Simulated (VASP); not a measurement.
Input of a VASP 6.6.1 run:

The input INCAR:

```
SYSTEM = Si10H4Cl
PREC = Accurate
ENCUT = 520
EDIFF = 1E-7
ISMEAR = -1
SIGMA = 0.02
LREAL = Auto
LASPH = .True.
NELM = 80
ALGO = Normal
ISIF = 2
LWAVE = .False.
LCHARG = .False.
GGA = PS
NBANDS = 72
```

File KPOINTS:

```
Automatic mesh
0
Gamma
  2 2 1
  0 0 0
```

POSCAR

```
Si10H4Cl
1.0
    7.6791800000      0.0000000000      0.0000000000
    0.0000000000      7.6791800000      0.0000000000
    0.0000000000      0.0000000000     19.2555000000
H Si Cl
8 20 2
Direct
    0.4093920184      0.0000000000      0.0519332139
    0.0906079816      0.0000000000      0.0519332139
    0.9093920184      0.0000000000      0.0519332139
    0.5906079816      0.0000000000      0.0519332139
    0.4093920184      0.5000000000      0.0519332139
    0.0906079816      0.5000000000      0.0519332139
    0.9093920184      0.5000000000      0.0519332139
    0.5906079816      0.5000000000      0.0519332139
    0.2500000000      0.0000000000      0.0968814105
    0.7500000000      0.0000000000      0.0968814105
    0.2500000000      0.5000000000      0.0968814105
    0.7500000000      0.5000000000      0.0968814105
    0.2571626137      0.2491931430      0.1636147594
    0.7577837738      0.2512554726      0.1642139129
    0.2473773241      0.7497068697      0.1697231960
    0.7467823387      0.7496939777      0.1680412350
    0.0093334184      0.2413403514      0.2341279115
    0.5060455674      0.2401518131      0.2312010075
   -0.0066615185      0.7528366310      0.2408861884
    0.4990686506      0.7522632625      0.2409943652
   -0.0238405663      0.0060580687      0.3106995404
    0.5146704466      0.0076262049      0.3093898367
   -0.0308684000      0.4935207926      0.3069831996
    0.4986183421      0.4874771786      0.3038998208
    0.2447454025      0.0744836037      0.3623157020
    0.7435743139      0.0622011725      0.3897854639
    0.2319307530      0.3800552924      0.3377254291
    0.7328634047      0.3723634555      0.3709780063
    0.7387407249      0.5054172451      0.4656228610
    0.2541215338      0.0397237726      0.4691793514
```

Potentials or basis: VASP PAW PBE potentials, release 64 (H, Si, Cl).

Launch:

```sh
$ cat potpaw_PBE.64/H/POTCAR potpaw_PBE.64/Si/POTCAR potpaw_PBE.64/Cl/POTCAR > POTCAR
$ mpirun -np 1 vasp_std > vasp.out
```

Question: Predict the band gap on the k mesh.

Answer: 0.27 eV (least direct gap 0.47 eV).

Question: Predict the largest force.

Answer: 0.507 eV/Å.

Forces in eV/Å, atoms in the order of the input:
```
H   -0.448 -0.114 -0.057
H    0.481 -0.061 -0.055
H   -0.482 -0.104 -0.073
H    0.426  0.044 -0.030
H   -0.456  0.084 -0.047
H    0.474  0.044 -0.037
H   -0.495  0.086 -0.072
H    0.443 -0.019 -0.039
Si  -0.098 -0.324  0.083
Si   0.134 -0.200  0.095
Si  -0.060  0.295  0.179
Si   0.075  0.268  0.014
Si   0.010 -0.010 -0.009
Si   0.003  0.007 -0.003
Si  -0.002 -0.003 -0.003
Si  -0.003  0.000 -0.003
Si   0.025 -0.001 -0.003
Si   0.005  0.001 -0.009
Si   0.002  0.002 -0.002
Si   0.003  0.002  0.003
Si  -0.002 -0.011  0.002
Si  -0.005 -0.003 -0.008
Si  -0.013  0.010  0.002
Si  -0.005  0.006 -0.008
Si   0.003 -0.005  0.048
Si  -0.001 -0.002  0.018
Si  -0.011 -0.012 -0.001
Si  -0.005  0.036  0.056
Cl   0.000 -0.020 -0.021
Cl   0.000  0.002 -0.021
```

Caveat: there is no dipole correction, which matters where the two faces differ; semilocal functionals underestimate gaps, and a narrow one can read as zero; the PAW data sets were made with another functional, which shifts forces and pressure a little.
